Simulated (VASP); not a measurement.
Write the native input for VASP 6.6.1 that does the following.

- Task: single point
- Functional: LDA
- Potentials or basis: VASP PAW LDA potentials, release 64 (Al)
- Cutoff: 520 eV
- k mesh: 24 × 24 × 24
- Occupations: gaussian, width 0.15 eV
- Spin: no spin polarisation
- Dipole correction: no
- Further INCAR settings: ALGO = Normal; EDIFF = 1e-06; NBANDS = 8

The structure of Al lies in POSCAR:

```
Al
1.0
   -1.4176860570      1.4176860570      2.0046080847
    1.4176860570     -1.4176860570      2.0046080847
    1.4176860570      1.4176860570     -2.0046080847
Al
1
Direct
    0.0000000000      0.0000000000      0.0000000000
```

This cell differs from its parent crystal: ratio of the length along z to the lengths across it x 1.414, volume and fractional coordinates fixed.

The input as run:

INCAR

```
ALGO = Normal ; EDIFF = 1E-6
ENCUT = 520 ; ISIF = 2
ISMEAR = 0 ; LASPH = True
LCHARG = True ; LELF = True
LREAL = False ; LVHAR = True
LWAVE = False ; NBANDS = 8
NELM = 100 ; PREC = Accurate
SIGMA = 0.15
```

KPOINTS

```
k-points
0
Gamma
  24 24 24
```

Potentials or basis: VASP PAW LDA potentials, release 64 (Al).

Launch:

```console
$ cat potpaw_LDA.64/Al/POTCAR > POTCAR
$ mpirun -np 1 vasp_std > vasp.out
```

It gave:

- Pressure: -1.6 GPa
- Band gap on the k mesh: zero (an odd number of electrons rules out a gap without spin polarisation)

Run time: 32 s on 1 thread of Intel(R) Xeon(R) 6975P-C (Granite Rapids), with other jobs on the host, peak memory 0.22 GiB.
